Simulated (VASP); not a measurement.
Crystal: Al2Cu.

```
CELL_PARAMETERS angstrom
4.10518 0.00000 0.00000
0.00000 4.10518 0.00000
0.00000 0.00000 2.89131
ATOMIC_POSITIONS crystal
Al 0.50000 0.00000 0.50000
Al 0.00000 0.50000 0.50000
Cu 0.00000 0.00000 0.00000
```

Base run:

```yaml
Program: VASP 6.6.1
Functional: PBE
Potentials_or_basis: VASP PAW PBE potentials, release 64 (Al, Cu)
Cutoff: 520 eV
k_mesh: 10 × 10 × 14
Occupations: fermi-dirac, width 0.3 eV
Spin: no spin polarisation
```

Its results: band gap on the k mesh zero (an odd number of electrons rules out a gap without spin polarisation); pressure 1.3 GPa.

The run is repeated on the same cell with these changes: occupations from fermi-dirac, width 0.3 eV to fermi-dirac, width 0.05 eV; further incar settings from ALGO = Normal; EDIFF = 1e-07; NBANDS = 16 to ALGO = Fast; EDIFF = 1e-06; NBANDS = 16. What comes out?

Band gap on the k mesh zero (an odd number of electrons rules out a gap without spin polarisation); pressure 0.6 GPa.

Caveats: so wide a smearing shifts energies and pressures (at least some runs).
